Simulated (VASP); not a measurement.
# MgO (Fm-3m) in VASP: further runs

The runs below take MgO through single point, relaxation of volume and atoms at fixed shape, with PBE.

Program: VASP 6.6.1. These are calculated values, not measurements. Logs are shortened: lines on timing, memory, paths and dates and some standing lists are left out, and cuts for length are marked.

## Step 1: The cell of the first run

Symmetry: Fm-3m, No. 225, cubic system. Conventional cell: a = 4.254 Å, b = 4.254 Å, c = 4.254 Å, α = 90.00°, β = 90.00°, γ = 90.00°. Within 2.8 Å of Mg (site symmetry m-3m) lie 6 O at 2.13 Å. O (site symmetry m-3m) has 6 Mg at 2.13 Å within 2.8 Å.

## Step 2: Single point, PBE

INCAR reads:

```
PREC = Accurate
ENCUT = 600
EDIFF = 1E-6
ISMEAR = 0
SIGMA = 0.01
LREAL = False
LASPH = True
NELM = 120
ALGO = Normal
ISIF = 2
LWAVE = False
LCHARG = False
GGA = PE
NBANDS = 11
GGA_COMPAT = False
```

KPOINTS reads:

```
Automatic mesh
0
Gamma
  9 9 9
```

POSCAR reads:

```
MgO
1.0
    0.0000000000      2.1270215689      2.1270215689
    2.1270215689      0.0000000000      2.1270215689
    2.1270215689      2.1270215689      0.0000000000
Mg O
1 1
Direct
    0.0000000000      0.0000000000      0.0000000000
    0.5000000000      0.5000000000      0.5000000000
```

Potentials or basis: VASP PAW PBE potentials, release 64 (Mg, O).

The run is started by

```bash
cat potpaw_PBE.64/Mg/POTCAR potpaw_PBE.64/O/POTCAR > POTCAR
mpirun -np 1 vasp_std > vasp.out
```

OUTCAR:

```text
PREC = Accurate
   ENCUT = 600
   EDIFF = 1E-6
   ISMEAR = 0
   LREAL = False
   LASPH = True
   NELM = 120
   ISIF = 2
   GGA = PE

 ion  position               nearest neighbor table
   1  0.000  0.000  0.000-   2 2.13   2 2.13   2 2.13   2 2.13   2 2.13   2 2.13
   2  0.500  0.500  0.500-   1 2.13   1 2.13   1 2.13   1 2.13   1 2.13   1 2.13

  LATTYP: Found a face centered cubic cell.
 ALAT       =     4.2540431378

  Lattice vectors:

 A1 = (   0.0000000000,   2.1270215689,   2.1270215689)
 A2 = (   2.1270215689,   0.0000000000,   2.1270215689)
 A3 = (   2.1270215689,   2.1270215689,   0.0000000000)

Analysis of symmetry for initial positions (statically):
=====================================================================
 Subroutine PRICEL returns:
 Original cell was already a primitive cell.

 Routine SETGRP: Setting up the symmetry group for a
 face centered cubic supercell.

 Subroutine GETGRP returns: Found 48 space group operations
 (whereof 48 operations were pure point group operations)
 out of a pool of 48 trial point group operations.

The static configuration has the point symmetry O_h .

Analysis of symmetry for dynamics (positions and initial velocities):
=====================================================================
 Subroutine PRICEL returns:
 Original cell was already a primitive cell.

 Routine SETGRP: Setting up the symmetry group for a
 face centered cubic supercell.

 Subroutine GETGRP returns: Found 48 space group operations
 (whereof 48 operations were pure point group operations)
 out of a pool of 48 trial point group operations.

The dynamic configuration has the point symmetry O_h .

 Subroutine INISYM returns: Found 48 space group operations
 (whereof 48 operations are pure point group operations),
 and found     1 'primitive' translations

----------------------------------------------------------------------------------------

                                     Primitive cell

  volume of cell :      19.2462

  direct lattice vectors                    reciprocal lattice vectors
     0.000000000  2.127021569  2.127021569    -0.235070489  0.235070489  0.235070489
     2.127021569  0.000000000  2.127021569     0.235070489 -0.235070489  0.235070489
     2.127021569  2.127021569  0.000000000     0.235070489  0.235070489 -0.235070489

  length of vectors
     3.008062750  3.008062750  3.008062750     0.407154030  0.407154030  0.407154030

  position of ions in fractional coordinates (direct lattice)
     0.000000000  0.000000000  0.000000000
     0.500000000  0.500000000  0.500000000

  ion indices of the primitive-cell ions
   primitive index   ion index
                 1           1
                 2           2

----------------------------------------------------------------------------------------

 KPOINTS: Automatic mesh

Automatic generation of k-mesh.
 Grid dimensions read from file:
 generate k-points for:    9    9    9

 Generating k-lattice:

  Cartesian coordinates                     Fractional coordinates (reciprocal lattice)
    -0.026118943  0.026118943  0.026118943     0.111111111  0.000000000  0.000000000
     0.026118943 -0.026118943  0.026118943     0.000000000  0.111111111  0.000000000
     0.026118943  0.026118943 -0.026118943     0.000000000  0.000000000  0.111111111

  Length of vectors
     0.045239337  0.045239337  0.045239337

  Shift w.r.t. Gamma in fractional coordinates (k-lattice)
     0.000000000  0.000000000  0.000000000

 Subroutine IBZKPT returns following result:
 ===========================================

 Found     35 irreducible k-points:

 Following reciprocal coordinates:
            Coordinates               Weight
  0.000000  0.000000  0.000000      1.000000
  0.111111  0.000000  0.000000      8.000000
  0.222222  0.000000  0.000000      8.000000
  0.333333  0.000000  0.000000      8.000000
  0.444444  0.000000  0.000000      8.000000
  0.111111  0.111111  0.000000      6.000000
[... 16 lines left out ...]
 -0.333333  0.333333  0.000000     12.000000
  0.444444  0.444444  0.000000      6.000000
 [... further k-points ...]
   k-points           NKPTS =     35   k-points in BZ     NKDIM =     35   number of bands    NBANDS=     11
   number of dos      NEDOS =    301   number of ions     NIONS =      2
   total plane-waves  NPLWV =  13824
   dimension x,y,z NGX =    24 NGY =   24 NGZ =   24
   dimension x,y,z NGXF=    48 NGYF=   48 NGZF=   48
   ions per type =               1   1
   NGX,Y,Z   is equivalent  to a cutoff of  13.26, 13.26, 13.26 a.u.
   NGXF,Y,Z  is equivalent  to a cutoff of  26.53, 26.53, 26.53 a.u.
 SYSTEM =  unknown system
   PREC   = accura    normal or accurate (medium, high low for compatibility)
   ISTART =      0    job   : 0-new  1-cont  2-samecut
   ICHARG =      2    charge: 1-file 2-atom 10-const
   ISPIN  =      1    spin polarized calculation?
   LNONCOLLINEAR =      F non collinear calculations
   LSORBIT =      F    spin-orbit coupling
   LASPH  =      T    aspherical Exc in radial PAW
   ENCUT  =  600.0 eV  44.10 Ry    6.64 a.u.   6.01  6.01  6.01*2*pi/ulx,y,z
   NELM   =    120;   NELMIN=  2; NELMDL= -5     # of ELM steps
   EDIFF  = 0.1E-05   stopping-criterion for ELM
   LREAL  =      F    real-space projection
   EDIFFG = 0.1E-04   stopping-criterion for IOM
   NSW    =      0    number of steps for IOM
   IBRION =     -1    ionic relax: 0-MD 1-quasi-New 2-CG
   NFREE  =      0    steps in history (QN), initial steepest desc. (CG)
   ISIF   =      2    stress and relaxation
   ISYM   =      2    0-nonsym 1-usesym 2-fastsym
   POTIM  = 0.5000    time-step for ionic-motion
   TEBEG  =    0.0;   TEEND  =   0.0 temperature during run
   PSTRESS=    0.0 pullay stress
   NELECT =       8.0000    total number of electrons
   NUPDOWN=      -1.0000    fix difference up-down
   EMIN   =  10.00;   EMAX   =-10.00  energy-range for DOS
   EFERMI =   0.00;   METHOD = LEGACY
   ISMEAR =     0;   SIGMA  =   0.01  broadening in eV -4-tet -1-fermi 0-gaus
   EFERMI_NEDOS =   21; number of points for ismear=-14 and -15
   IALGO  =     38    algorithm
   IMIX   =      4    mixing-type and parameters
     AMIX     =   0.40;   BMIX     =  1.00
     AMIX_MAG =   1.60;   BMIX_MAG =  1.00
  volume/ion in A,a.u.               =       9.62        64.94
  Fermi-wavevector in a.u.,A,eV,Ry     =   1.221770  2.308811 20.309728  1.492723
  Thomas-Fermi vector in A             =   2.356941
   LORBIT       =      0    0 simple, 1 ext, 2 COOP (PROOUT), +10 PAW based schemes
   GGA     = PE    functional components
   LHFCALC =     F    Hartree Fock is set to
   AEXX    =    0.0000 exact exchange contribution
   IVDW    =     0    specifies the selected vdW correction
   LEPSILON=     F    determine dielectric tensor
   LRPA    =     F    only Hartree local field effects (RPA)
 non-spin polarized calculation
 Gauss-broadening in eV      SIGMA  =   0.01
  energy-cutoff  :      600.00
  volume of cell :       19.25
 maximum number of plane-waves:       652
   NGX = 13   NGY = 13   NGZ = 13

 number of electron       8.0000004 magnetization

 Free energy of the ion-electron system (eV)
  ---------------------------------------------------
  ext. energy  EPLUGINS =         0.00000000
  ---------------------------------------------------
  free energy    TOTEN  =       -11.91483719 eV

  energy without entropy =      -11.91483719  energy(sigma->0) =      -11.91483719

 E-fermi :   3.0173     XC(G=0): -10.9385

 val. band max:        2.9653339120   @ k =   0.0000   0.0000   0.0000
 cond. band min:       7.4084720714   @ k =   0.0000   0.0000   0.0000
 fundamental gap:      4.4431381594
 Fermi energy:         3.0172500585

 k-point     1 :       0.0000    0.0000    0.0000
  band No.  band energies     occupation
      1     -14.1476      2.00000
      2       2.9653      2.00000
      3       2.9653      2.00000
      4       2.9653      2.00000
      5       7.4085      0.00000
      6      18.5981      0.00000
      7      18.5981      0.00000
      8      18.5981      0.00000
      9      22.4352      0.00000
     10      24.1774      0.00000
     11      24.1775      0.00000

 k-point     2 :       0.1111    0.0000    0.0000
  band No.  band energies     occupation
      1     -14.0244      2.00000
      2       2.1906      2.00000
      3       2.8871      2.00000
      4       2.8871      2.00000
      5       8.1645      0.00000
      6      17.1639      0.00000
      7      18.8750      0.00000
      8      18.8750      0.00000
      9      23.2928      0.00000
     10      23.2928      0.00000
     11      24.2567      0.00000

 k-point     3 :       0.2222    0.0000    0.0000
  band No.  band energies     occupation
      1     -13.6943      2.00000
      2       0.7283      2.00000
      3       2.6962      2.00000
      4       2.6962      2.00000
      5       9.4941      0.00000
      6      15.5925      0.00000
      7      19.3350      0.00000
      8      19.3350      0.00000
      9      22.6948      0.00000
     10      22.6948      0.00000
     11      24.6432      0.00000

 k-point     4 :       0.3333    0.0000    0.0000
  band No.  band energies     occupation
      1     -13.2798      2.00000
      2      -0.6129      2.00000
      3       2.4907      2.00000
      4       2.4907      2.00000
      5      10.3978      0.00000
      6      15.0345      0.00000
      7      19.2592      0.00000
      8      19.2592      0.00000
      9      23.5385      0.00000
     10      23.5385      0.00000
     11      23.9259      0.00000
[... 239 lines left out ...]
 k-point    22 :      -0.4444    0.3333    0.0000
  band No.  band energies     occupation
      1     -12.7049      2.00000
      2      -0.6015      2.00000
      3       0.6917      2.00000
      4       1.8479      2.00000
      5      12.7698      0.00000
      6      14.0925      0.00000
      7      15.4028      0.00000
      8      20.7101      0.00000
      9      20.9228      0.00000
     10      28.1424      0.00000
     11      29.4427      0.00000

 k-point    23 :      -0.3333    0.3333    0.0000
  band No.  band energies     occupation
      1     -12.7192      2.00000
      2      -0.1632      2.00000
      3      -0.0024      2.00000
      4       2.0052      2.00000
      5      13.0789      0.00000
      6      14.9320      0.00000
      7      15.1063      0.00000
      8      20.3439      0.00000
      9      21.4136      0.00000
     10      25.8503      0.00000
     11      29.9686      0.00000

 k-point    24 :       0.4444    0.4444    0.0000
  band No.  band energies     occupation
      1     -12.7359      2.00000
      2      -0.9302      2.00000
      3       1.6918      2.00000
      4       1.6918      2.00000
      5      12.1493      0.00000
      6      12.5938      0.00000
      7      15.7645      0.00000
      8      21.4041      0.00000
      9      21.4041      0.00000
     10      27.9287      0.00000
     11      29.0787      0.00000

 [... further k-points ...]

------------------------ aborting loop because EDIFF is reached ----------------------------------------

  FORCE on cell =-STRESS in cart. coord.  units (eV):
  Direction    XX          YY          ZZ          XY          YZ          ZX
  --------------------------------------------------------------------------------------
  -------------------------------------------------------------------------------------
  Total       -0.1261273     -0.1261273     -0.1261273      0.0000000      0.0000000      0.0000000
  in kB      -10.4996302    -10.4996302    -10.4996302      0.0000000      0.0000000      0.0000000
  external PRESSURE =     -10.4996302 kB  Pullay stress =       0.0000000 kB

 VOLUME and BASIS-vectors are now :
 -----------------------------------------------------------------------------
  energy-cutoff  :      600.00
  volume of cell :       19.25
      direct lattice vectors                 reciprocal lattice vectors
     0.000000000  2.127021569  2.127021569    -0.235070489  0.235070489  0.235070489
     2.127021569  0.000000000  2.127021569     0.235070489 -0.235070489  0.235070489
     2.127021569  2.127021569  0.000000000     0.235070489  0.235070489 -0.235070489

 POSITION                                       TOTAL-FORCE (eV/Angst)
 -----------------------------------------------------------------------------------
      0.00000      0.00000      0.00000        -0.000000     -0.000000     -0.000000
      2.12702      2.12702      2.12702         0.000000      0.000000      0.000000
 -----------------------------------------------------------------------------------
    total drift:                               -0.000000     -0.000000      0.000000

  FREE ENERGIE OF THE ION-ELECTRON SYSTEM (eV)
  ---------------------------------------------------
  free  energy   TOTEN  =       -11.9148371862 eV

  energy  without entropy=      -11.9148371862  energy(sigma->0) =      -11.91483719
```

Run time: 6.3 s. Hardware: 1 thread of Intel Xeon Platinum 8375C at 2.90GHz (Ice Lake), shared host; peak memory 0.14 GiB.

What came out:

* Free energy: -11.9148 eV
* Pressure: -1.0 GPa
* Band gap on the k mesh: 4.44 eV

Expect the measured gap to be larger: semilocal functionals such as PBE lack the derivative discontinuity.

(Part 1 of 2 ends here.)
